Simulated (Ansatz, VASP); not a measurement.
# Two plane-wave programs on Ge

```xyz
8
Lattice="-2.0021 -3.4677 0.0000 2.0021 -3.4677 0.0000 0.0000 -2.8900 13.1450" Properties=species:S:1:pos:R:3 pbc="T T T"
Ge    0.0000    0.0000    2.0612
Ge    0.0000    0.0000    4.5113
Ge    0.0000    0.0000    8.6338
Ge    0.0000    0.0000   11.0838
Ge    0.0000   -4.6236    1.2375
Ge    0.0000   -2.3118    5.3351
Ge    0.0000   -2.3118    7.8100
Ge    0.0000   -4.6236   11.9076
```

Alike in both runs: task single point; functional PBEsol; k mesh 11 × 11 × 3; occupations gaussian, width 0.15 eV; no spin polarisation.

```csv
,VASP,Ansatz
version,VASP 6.6.1,Ansatz 0.2.0
potentials or method,"VASP PAW PBE potentials, release 64 (Ge_d), cutoff 520 eV","scalar-relativistic, plane waves, PAW"
valence electrons in the cell,112,112
```

VASP gave:

| Item | Value |
| --- | --- |
| gap on the k mesh at the Fermi level (eV) | none |
| pressure (GPa) | 0.0 |
| traceless stress, the component that is largest in VASP (GPa) | -1.57 |
| rms of the force components (eV/Å) | 0.195 |

**Question.** Estimate Ansatz's values.

**Answer.** gap on the k mesh at the Fermi level (eV): none; pressure (GPa): 0.1; traceless stress, the component that is largest in VASP (GPa): -1.56; rms of the force components (eV/Å): 0.196.

VASP's potentials were made for PBE, not for PBEsol. Atom by atom the forces differ by 0.002 eV/Å (rms over components). A gap of «none» marks a metal or a gap that the smearing closes.
